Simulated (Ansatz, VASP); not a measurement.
**BaTiO3 in VASP and in Ansatz**

File POSCAR:

```
BaTiO3
1.0
    3.9400656845      0.0000000000      0.0000000000
    0.0000000000      3.9400656845      0.0000000000
    0.0000000000      0.0000000000      3.9400656845
Ba Ti O
1 1 3
Direct
    0.5000000000      0.5000000000      0.5000000000
    0.0000000000      0.0000000000      0.0000000000
    0.5000000000      0.0000000000      0.0000000000
    0.0000000000      0.5000000000      0.0000000000
    0.0000000000      0.0000000000      0.5000000000
```

File INCAR.step1:

```
SYSTEM = BaTiO3
PREC = Accurate
ENCUT = 520
ISMEAR = 0
SIGMA = 0.05
LREAL = .FALSE.
LASPH = .TRUE.
NELM = 80
NBANDS = 28
GGA = PE
ALGO = Normal
EDIFF = 1E-4
LWAVE = .TRUE.
LCHARG = .FALSE.
```

The input INCAR.step2:

```
SYSTEM = BaTiO3
PREC = Accurate
ENCUT = 520
EDIFF = 1E-6
ISMEAR = 0
SIGMA = 0.05
LREAL = .FALSE.
LASPH = .TRUE.
NELM = 80
ALGO = Normal
ISIF = 2
LWAVE = .FALSE.
LCHARG = .FALSE.
METAGGA = R2SCAN
LMIXTAU = .TRUE.
NBANDS = 28
ISTART = 1
```

File KPOINTS:

```
regular mesh
0
G
  6 6 6
  0 0 0
```

Input for Ansatz:

```yaml
crystal:
  lattice:
    - [3.9400656845, 0.0, 0.0]
    - [0.0, 3.9400656845, 0.0]
    - [0.0, 0.0, 3.9400656845]
  atoms:
    - { symbol: Ba, position: [0.5, 0.5, 0.5] }
    - { symbol: Ti, position: [0.0, 0.0, 0.0] }
    - { symbol: O, position: [0.5, 0.0, 0.0] }
    - { symbol: O, position: [0.0, 0.5, 0.0] }
    - { symbol: O, position: [0.0, 0.0, 0.5] }
basis:
  ecutwfc: 500
  ecutrho_ratio: 4
kpoints:
  mp_grid: { grid: [6, 6, 6] }
hamiltonian:
  xc: r2scan
scf:
  occupations: { method: gaussian, width: 0.05 }
output:
  forces: true
  stress: true
  eigenvalues: true
```

Alike in both runs: task single point; functional r2SCAN; k mesh 6 × 6 × 6; occupations gaussian, width 0.05 eV; no spin polarisation.

|  | VASP | Ansatz |
| --- | --- | --- |
| version | VASP 6.6.1 | Ansatz 0.2.0 |
| potentials or method | VASP PAW PBE potentials, release 64 (Ba_sv, Ti_sv, O), cutoff 520 eV | scalar-relativistic, plane waves, PAW |
| valence electrons in the cell | 40 | 40 |

```tsv
	VASP	Ansatz	Ansatz less VASP
gap on the k mesh at the Fermi level (eV)	2.24	2.27	+0.029
least direct gap on the mesh (eV)	2.35	2.33	-0.019
pressure (GPa)	10.4	8.1	-2.32
```

VASP's potentials were made for PBE, not for r2SCAN. The functional is the same, so the differences come from potentials, cutoffs and numerics.

Neither program's run includes spin-orbit coupling.
